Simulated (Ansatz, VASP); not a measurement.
# CuI in VASP and in Ansatz

File INCAR:

```
  PREC = Accurate
  ENCUT = 520
  EDIFF = 1E-6
  ISMEAR = 0
  SIGMA = 0.02
  LREAL = False
  LASPH = True
  NELM = 80
  ALGO = Normal
  ISIF = 2
  LWAVE = False
  LCHARG = True
  GGA = PS
  LELF = True
  LVHAR = True
  NBANDS = 26
```

KPOINTS

```
regular mesh
0
Gamma
  8 8 4
```

The input POSCAR:

```
CuI
1.0
    3.8419024975      0.0000000000      0.0000000000
    0.0000000000      3.8419024975      0.0000000000
    0.0000000000      0.0000000000      6.2213002752
Cu I
2 2
Direct
    0.5000000000      0.5000000000      0.0000000000
    0.0000000000      0.0000000000      0.0000000000
    0.5000000000      0.0000000000      0.2823480172
    0.0000000000      0.5000000000      0.7176519828
```

Input for Ansatz:

```yaml
crystal:
  lattice:
    - [3.8419024975, 0.0, 0.0]
    - [0.0, 3.8419024975, 0.0]
    - [0.0, 0.0, 6.2213002752]
  atoms:
    - { symbol: Cu, position: [0.5, 0.5, 0.0] }
    - { symbol: Cu, position: [0.0, 0.0, 0.0] }
    - { symbol: I, position: [0.5, 0.0, 0.2823480172] }
    - { symbol: I, position: [0.0, 0.5, 0.7176519828] }
basis:
  ecutwfc: 420
kpoints:
  mp_grid: { grid: [8, 8, 4] }
  band_path: { path: [VBM, CBM], npoints: 2 }
hamiltonian:
  xc: pbesol
scf:
  occupations: { method: gaussian, width: 0.02 }
output:
  forces: true
  stress: true
  eigenvalues: true
checkpoint:
  read: start.run
  write: ck
  compress: false
  write_wavefunctions: false
  write_every: 100000
```

Alike in both runs: task single point; functional PBEsol; k mesh 8 × 8 × 4; occupations gaussian, width 0.02 eV; no spin polarisation.

```csv
,VASP,Ansatz
version,VASP 6.6.1,Ansatz 0.2.0
potentials or method,"VASP PAW PBE potentials, release 64 (Cu, I), cutoff 520 eV","scalar-relativistic, plane waves, PAW"
valence electrons in the cell,36,72
```

Ansatz gave:

* gap on the k mesh at the Fermi level (eV): 1.47
* least direct gap on the mesh (eV): 1.47
* pressure (GPa): 3.4
* traceless stress, the component that is largest in VASP (GPa): -1.11
* rms of the force components (eV/Å): 0.002

Which values does VASP return?

gap on the k mesh at the Fermi level (eV): 1.48; least direct gap on the mesh (eV): 1.48; pressure (GPa): 3.5; traceless stress, the component that is largest in VASP (GPa): -1.12; rms of the force components (eV/Å): 0.011.

VASP's potentials were made for PBE, not for PBEsol. Atom by atom the forces differ by 0.010 eV/Å (rms over components). With one functional, cell and mesh, what is left measures potentials, basis and numerics. VASP's potentials hold 36 valence electrons a cell and Ansatz's 72, so a difference there can come from the potentials and not from the codes.

Neither program's run includes spin-orbit coupling.
